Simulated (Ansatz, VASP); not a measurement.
## Two plane-wave programs on SiF

```
Si F
1.0
     1.33860    0.77284    3.89831
    -1.33860    0.77284    3.89831
     0.00000   -1.54568    3.89831
Si F
1 1
Direct
  0.50000 0.50000 0.50000
  0.00000 0.00000 0.00000
```

Alike in both runs: functional PBEsol-based screened hybrid; k mesh 6 × 6 × 6; occupations fermi-dirac, width 0.05 eV; no spin polarisation.

```csv
,VASP,Ansatz
version,VASP 6.6.1,Ansatz 0.2.0
potentials or method,"VASP PAW PBE potentials, release 64 (Si, F)",Ansatz PAW
plane-wave cutoff (eV),520,420
valence electrons in the cell,11,11
task,single point,band structure
```

```tsv
	VASP	Ansatz	Ansatz less VASP
gap on the k mesh at the Fermi level (eV)	none	none	-
pressure (GPa)	-5.9	-5.8	+0.11
traceless stress, the component that is largest in VASP (GPa)	-0.85	-0.90	-0.046
```

VASP's potentials were made for PBE, not for PBEsol-based screened hybrid. A gap of «none» marks a metal or a gap that the smearing closes.

The k mesh is coarse, so the values compare programs but aren't converged.
